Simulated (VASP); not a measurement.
# Mo (Pm-3m) in VASP: single point with PBEsol

Aim: the single point of Mo with PBEsol.

All numbers are computed with VASP 6.6.1; they aren't measurements. Logs are shortened: lines on timing, memory, paths and dates and some standing lists are left out, and cuts for length are marked.

## Step 1: The cell of the first run

Symmetry: Pm-3m, No. 221, cubic system. The conventional cell has a = 2.580 Å, b = 2.580 Å, c = 2.580 Å, α = 90.00°, β = 90.00°, γ = 90.00°. Within 3.4 Å of Mo (site symmetry m-3m) lie 6 Mo at 2.58 Å.

## Step 2: Single point, PBEsol

Input file INCAR:

```
SYSTEM = Mo
ALGO     = Normal         ! electronic algorithm
EDIFF    = 1E-6           ! SCF threshold, eV
ENCUT    = 520            ! plane-wave cutoff, eV
GGA      = PS             ! functional
ISIF     = 2              ! what is computed and relaxed
ISMEAR   = -1             ! smearing method
LASPH    = .True.         ! aspherical terms in the spheres
LCHARG   = .True.         ! write CHGCAR
LELF     = .True.         ! ELF
LREAL    = .False.        ! projectors in reciprocal space
LVHAR    = .True.       
LWAVE    = .False.        ! write WAVECAR
NBANDS   = 13             ! bands
NELM     = 100            ! most SCF steps
PREC     = Accurate       ! precision mode
SIGMA    = 0.13605693000000002 ! smearing width, eV
```

Input file KPOINTS:

```
k-points
0
Gamma
  13 13 13
  0 0 0
```

Input file POSCAR:

```
Mo
1.0
    2.5801746572      0.0000000000      0.0000000000
    0.0000000000      2.5801746572      0.0000000000
    0.0000000000      0.0000000000      2.5801746572
Mo
1
Direct
    0.0000000000      0.0000000000      0.0000000000
```

Potentials or basis: VASP PAW PBE potentials, release 64 (Mo_sv).

Started as:

```sh
$ cat potpaw_PBE.64/Mo_sv/POTCAR > POTCAR
$ mpirun -np 1 vasp_std > vasp.out
```

OUTCAR:

```text
SYSTEM = Mo
   EDIFF = 1E-6
   ENCUT = 520
   GGA = PS
   ISIF = 2
   ISMEAR = -1
   LASPH = .True.
   LREAL = .False.
   NELM = 100
   PREC = Accurate

 ion  position               nearest neighbor table
   1  0.000  0.000  0.000-

  LATTYP: Found a simple cubic cell.
 ALAT       =     2.5801746572

  Lattice vectors:

 A1 = (   2.5801746572,   0.0000000000,   0.0000000000)
 A2 = (   0.0000000000,   2.5801746572,   0.0000000000)
 A3 = (   0.0000000000,   0.0000000000,   2.5801746572)

Analysis of symmetry for initial positions (statically):
=====================================================================
 Subroutine PRICEL returns:
 Original cell was already a primitive cell.

 Routine SETGRP: Setting up the symmetry group for a
 simple cubic supercell.

 Subroutine GETGRP returns: Found 48 space group operations
 (whereof 48 operations were pure point group operations)
 out of a pool of 48 trial point group operations.

The static configuration has the point symmetry O_h .

Analysis of symmetry for dynamics (positions and initial velocities):
=====================================================================
 Subroutine PRICEL returns:
 Original cell was already a primitive cell.

 Routine SETGRP: Setting up the symmetry group for a
 simple cubic supercell.

 Subroutine GETGRP returns: Found 48 space group operations
 (whereof 48 operations were pure point group operations)
 out of a pool of 48 trial point group operations.

The dynamic configuration has the point symmetry O_h .

 Subroutine INISYM returns: Found 48 space group operations
 (whereof 48 operations are pure point group operations),
 and found     1 'primitive' translations

----------------------------------------------------------------------------------------

                                     Primitive cell

  volume of cell :      17.1770

  direct lattice vectors                    reciprocal lattice vectors
     2.580174657  0.000000000  0.000000000     0.387570662  0.000000000  0.000000000
     0.000000000  2.580174657  0.000000000     0.000000000  0.387570662  0.000000000
     0.000000000  0.000000000  2.580174657     0.000000000  0.000000000  0.387570662

  length of vectors
     2.580174657  2.580174657  2.580174657     0.387570662  0.387570662  0.387570662

  position of ions in fractional coordinates (direct lattice)
     0.000000000  0.000000000  0.000000000

  ion indices of the primitive-cell ions
   primitive index   ion index
                 1           1

----------------------------------------------------------------------------------------

 KPOINTS: k-points

Automatic generation of k-mesh.
 Grid dimensions read from file:
 generate k-points for:   13   13   13

 Generating k-lattice:

  Cartesian coordinates                     Fractional coordinates (reciprocal lattice)
     0.029813128  0.000000000  0.000000000     0.076923077  0.000000000  0.000000000
     0.000000000  0.029813128  0.000000000     0.000000000  0.076923077  0.000000000
     0.000000000  0.000000000  0.029813128     0.000000000  0.000000000  0.076923077

  Length of vectors
     0.029813128  0.029813128  0.029813128

  Shift w.r.t. Gamma in fractional coordinates (k-lattice)
     0.000000000  0.000000000  0.000000000

 Subroutine IBZKPT returns following result:
 ===========================================

 Found     84 irreducible k-points:

 Following reciprocal coordinates:
            Coordinates               Weight
  0.000000  0.000000  0.000000      1.000000
  0.076923  0.000000  0.000000      6.000000
  0.153846  0.000000  0.000000      6.000000
  0.230769  0.000000  0.000000      6.000000
  0.307692  0.000000  0.000000      6.000000
  0.384615  0.000000  0.000000      6.000000
[... 16 lines left out ...]
  0.307692  0.307692  0.000000     12.000000
  0.384615  0.307692  0.000000     24.000000
 [... further k-points ...]
   k-points           NKPTS =     84   k-points in BZ     NKDIM =     84   number of bands    NBANDS=     13
   number of dos      NEDOS =    301   number of ions     NIONS =      1
   total plane-waves  NPLWV =   8000
   dimension x,y,z NGX =    20 NGY =   20 NGZ =   20
   dimension x,y,z NGXF=    40 NGYF=   40 NGZF=   40
   ions per type =               1
   NGX,Y,Z   is equivalent  to a cutoff of  12.89, 12.89, 12.89 a.u.
   NGXF,Y,Z  is equivalent  to a cutoff of  25.77, 25.77, 25.77 a.u.
 SYSTEM =  Mo
   PREC   = accura    normal or accurate (medium, high low for compatibility)
   ISTART =      0    job   : 0-new  1-cont  2-samecut
   ICHARG =      2    charge: 1-file 2-atom 10-const
   ISPIN  =      1    spin polarized calculation?
   LNONCOLLINEAR =      F non collinear calculations
   LSORBIT =      F    spin-orbit coupling
   LASPH  =      T    aspherical Exc in radial PAW
   ENCUT  =  520.0 eV  38.22 Ry    6.18 a.u.   4.80  4.80  4.80*2*pi/ulx,y,z
   NELM   =    100;   NELMIN=  2; NELMDL= -5     # of ELM steps
   EDIFF  = 0.1E-05   stopping-criterion for ELM
   LREAL  =      F    real-space projection
   EDIFFG = 0.1E-04   stopping-criterion for IOM
   NSW    =      0    number of steps for IOM
   IBRION =     -1    ionic relax: 0-MD 1-quasi-New 2-CG
   NFREE  =      0    steps in history (QN), initial steepest desc. (CG)
   ISIF   =      2    stress and relaxation
   ISYM   =      2    0-nonsym 1-usesym 2-fastsym
   POTIM  = 0.5000    time-step for ionic-motion
   TEBEG  =    0.0;   TEEND  =   0.0 temperature during run
   PSTRESS=    0.0 pullay stress
   NELECT =      14.0000    total number of electrons
   NUPDOWN=      -1.0000    fix difference up-down
   EMIN   =  10.00;   EMAX   =-10.00  energy-range for DOS
   EFERMI =   0.00;   METHOD = LEGACY
   ISMEAR =    -1;   SIGMA  =   0.14  broadening in eV -4-tet -1-fermi 0-gaus
   EFERMI_NEDOS =   21; number of points for ismear=-14 and -15
   IALGO  =     38    algorithm
   IMIX   =      4    mixing-type and parameters
     AMIX     =   0.40;   BMIX     =  1.00
     AMIX_MAG =   1.60;   BMIX_MAG =  1.00
  volume/ion in A,a.u.               =      17.18       115.92
  Fermi-wavevector in a.u.,A,eV,Ry     =   1.529214  2.889796 31.817183  2.338497
  Thomas-Fermi vector in A             =   2.636866
   LORBIT       =      0    0 simple, 1 ext, 2 COOP (PROOUT), +10 PAW based schemes
   GGA     = PS    functional components
   LHFCALC =     F    Hartree Fock is set to
   AEXX    =    0.0000 exact exchange contribution
   IVDW    =     0    specifies the selected vdW correction
   LEPSILON=     F    determine dielectric tensor
   LRPA    =     F    only Hartree local field effects (RPA)
 non-spin polarized calculation
  energy-cutoff  :      520.00
  volume of cell :       17.18
 maximum number of plane-waves:       471
 NGX is ok and might be reduce to    20
   NGX =  9   NGY =  9   NGZ =  9

 number of electron      13.9999993 magnetization

 Free energy of the ion-electron system (eV)
  ---------------------------------------------------
  ext. energy  EPLUGINS =         0.00000000
  ---------------------------------------------------
  free energy    TOTEN  =       -10.62216546 eV

  energy without entropy =      -10.57285490  energy(sigma->0) =      -10.59751018

 E-fermi :  10.8609     XC(G=0): -12.8653

 val. band max:       10.7552169338   @ k =   0.4615   0.3846   0.1538
 cond. band min:      10.8651132236   @ k =   0.3077   0.2308   0.2308
 fundamental gap:      0.1098962898
 Fermi energy:        10.8609023306

 k-point     1 :       0.0000    0.0000    0.0000
  band No.  band energies     occupation
      1     -50.1454      2.00000
      2     -23.3857      2.00000
      3     -23.3857      2.00000
      4     -23.3857      2.00000
      5       4.2873      2.00000
      6       6.6034      2.00000
      7       6.6034      2.00000
      8      14.8496      0.00000
      9      14.8496      0.00000
     10      14.8496      0.00000
     11      26.5077      0.00000
     12      26.5077      0.00000
     13      26.5077      0.00000

 k-point     2 :       0.0769    0.0000    0.0000
  band No.  band energies     occupation
      1     -50.1332      2.00000
      2     -23.4839      2.00000
      3     -23.3773      2.00000
      4     -23.3773      2.00000
      5       4.4717      2.00000
      6       6.6505      2.00000
      7       6.8155      2.00000
      8      14.5874      0.00000
      9      14.5874      0.00000
     10      14.8685      0.00000
     11      25.5972      0.00000
     12      26.8843      0.00000
     13      26.8843      0.00000

 k-point     3 :       0.1538    0.0000    0.0000
  band No.  band energies     occupation
      1     -50.0995      2.00000
      2     -23.7508      2.00000
      3     -23.3541      2.00000
      4     -23.3541      2.00000
      5       4.9523      2.00000
      6       6.7842      2.00000
      7       7.4609      2.00000
      8      13.9304      0.00000
      9      13.9304      0.00000
     10      14.9213      0.00000
     11      23.7924      0.00000
     12      27.8641      0.00000
     13      27.8641      0.00000

 k-point     4 :       0.2308    0.0000    0.0000
  band No.  band energies     occupation
      1     -50.0514      2.00000
      2     -24.1147      2.00000
      3     -23.3211      2.00000
      4     -23.3211      2.00000
      5       5.5834      2.00000
      6       6.9808      2.00000
      7       8.4889      2.00000
      8      13.1301      0.00000
      9      13.1301      0.00000
     10      14.9968      0.00000
     11      22.0300      0.00000
     12      28.5353      0.00000
     13      29.1468      0.00000

 k-point     5 :       0.3077    0.0000    0.0000
  band No.  band energies     occupation
      1     -49.9997      2.00000
      2     -24.4868      2.00000
      3     -23.2860      2.00000
      4     -23.2860      2.00000
      5       6.2563      2.00000
      6       7.2009      2.00000
      7       9.6543      1.99972
      8      12.3915      0.00003
      9      12.3915      0.00003
     10      15.0784      0.00000
     11      20.7445      0.00000
     12      26.9508      0.00000
     13      30.4750      0.00000
[... 257 lines left out ...]
 k-point    22 :       0.4615    0.2308    0.0000
  band No.  band energies     occupation
      1     -49.8412      2.00000
      2     -24.8503      2.00000
      3     -23.9289      2.00000
      4     -23.1790      2.00000
      5       7.4086      2.00000
      6       7.8984      2.00000
      7      10.2710      1.97415
      8      11.8364      0.00154
      9      13.6828      0.00000
     10      14.5282      0.00000
     11      20.0392      0.00000
     12      26.8909      0.00000
     13      28.3026      0.00000

 k-point    23 :       0.3077    0.3077    0.0000
  band No.  band energies     occupation
      1     -49.8576      2.00000
      2     -24.3653      2.00000
      3     -24.3288      2.00000
      4     -23.1900      2.00000
      5       7.0068      2.00000
      6       7.9003      2.00000
      7      11.3858      0.04136
      8      12.6554      0.00000
      9      12.6684      0.00000
     10      12.9440      0.00000
     11      21.6128      0.00000
     12      24.8936      0.00000
     13      28.6111      0.00000

 k-point    24 :       0.3846    0.3077    0.0000
  band No.  band energies     occupation
      1     -49.8154      2.00000
      2     -24.6363      2.00000
      3     -24.3052      2.00000
      4     -23.1618      2.00000
      5       6.7083      2.00000
      6       8.0251      2.00000
      7      11.9816      0.00053
      8      12.2667      0.00007
      9      12.9458      0.00000
     10      14.0265      0.00000
     11      20.5823      0.00000
     12      25.5075      0.00000
     13      28.1546      0.00000

 [... further k-points ...]
[... 5 lines left out ...]
  --------------------------------------------------------------------------------------
  -------------------------------------------------------------------------------------
  Total       -0.1683296     -0.1683296     -0.1683296     -0.0000000      0.0000000     -0.0000000
  in kB      -15.7008704    -15.7008704    -15.7008704     -0.0000000      0.0000000     -0.0000000
  external PRESSURE =     -15.7008704 kB  Pullay stress =       0.0000000 kB

 VOLUME and BASIS-vectors are now :
 -----------------------------------------------------------------------------
  energy-cutoff  :      520.00
  volume of cell :       17.18
      direct lattice vectors                 reciprocal lattice vectors
     2.580174657  0.000000000  0.000000000     0.387570662  0.000000000  0.000000000
     0.000000000  2.580174657  0.000000000     0.000000000  0.387570662  0.000000000
     0.000000000  0.000000000  2.580174657     0.000000000  0.000000000  0.387570662

 POSITION                                       TOTAL-FORCE (eV/Angst)
 -----------------------------------------------------------------------------------
      0.00000      0.00000      0.00000         0.000000      0.000000      0.000000
 -----------------------------------------------------------------------------------
    total drift:                                0.000000      0.000000      0.000000

  FREE ENERGIE OF THE ION-ELECTRON SYSTEM (eV)
  ---------------------------------------------------
  free  energy   TOTEN  =       -10.6221654613 eV

  energy  without entropy=      -10.5728549042  energy(sigma->0) =      -10.59751018
```

Wall time 7.5 s (1 thread of Intel Xeon Platinum 8488C (Sapphire Rapids), shared host); peak memory 0.13 GiB.

Results:

```
Free energy            : -10.6222 eV
Pressure               : -1.6 GPa
Band gap on the k mesh : zero (band 7 reaches 12.35 eV, above the bottom of band 8 at 10.25 eV)
```

Caveat: the PAW data sets were made with another functional, which shifts forces and pressure a little.
